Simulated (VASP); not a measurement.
Set up this calculation in VASP 6.6.1, as the native input.

* Task: single point
* Functional: PBE
* Potentials or basis: VASP PAW PBE potentials, release 64 (Cs_sv, Zn, Mo_sv)
* Cutoff: 520 eV
* k mesh: 10 × 10 × 4
* Occupations: gaussian, width 0.1 eV
* Spin: no spin polarisation
* Dipole correction: no
* Further INCAR settings: ALGO = Fast; EDIFF = 1e-06; NBANDS = 44

The structure of CsZn4Mo lies in POSCAR:

```
CsZn4Mo
1.0
    4.3258317114      0.0000000000      0.0000000000
    0.0000000000      4.3258317114      0.0000000000
    0.0000000000      0.0000000000      8.8787384884
Cs Zn Mo
1 4 1
Direct
    0.0000000000      0.0000000000      0.0000000000
    0.5000000000      0.0000000000      0.6541600160
    0.0000000000      0.5000000000      0.3458399840
    0.5000000000      0.0000000000      0.3458399840
    0.0000000000      0.5000000000      0.6541600160
    0.5000000000      0.5000000000      0.5000000000
```

The cell was generated, and may not be a known phase.

The input as run:

INCAR

```
SYSTEM = CsZn4Mo
PREC = Accurate
ENCUT = 520
EDIFF = 1E-6
ISMEAR = 0
SIGMA = 0.1
LREAL = .False.
LASPH = .True.
NELM = 80
ALGO = Fast
ISIF = 2
LWAVE = .False.
LCHARG = .True.
GGA = PE
LELF = .True.
LVHAR = .True.
NBANDS = 44
```

KPOINTS

```
regular mesh
0
Gamma
  10 10 4
  0 0 0
```

Potentials or basis: VASP PAW PBE potentials, release 64 (Cs_sv, Zn, Mo_sv).

Run with:

```sh
$ cat potpaw_PBE.64/Cs_sv/POTCAR potpaw_PBE.64/Zn/POTCAR potpaw_PBE.64/Mo_sv/POTCAR > POTCAR
$ mpirun -np 1 vasp_std > vasp.out
```

Results of the run:

```
Pressure               : 0.2 GPa
Largest force          : 0.024 eV/Å
Band gap on the k mesh : zero (an odd number of electrons rules out a gap without spin polarisation)
```

Caveat: spin-orbit coupling is left out, which moves the levels of the heavy elements.

Wall time 10 min on 1 thread of Oxide Virtual Turin-like Processor, on a shared host, peak memory 0.5 GiB.
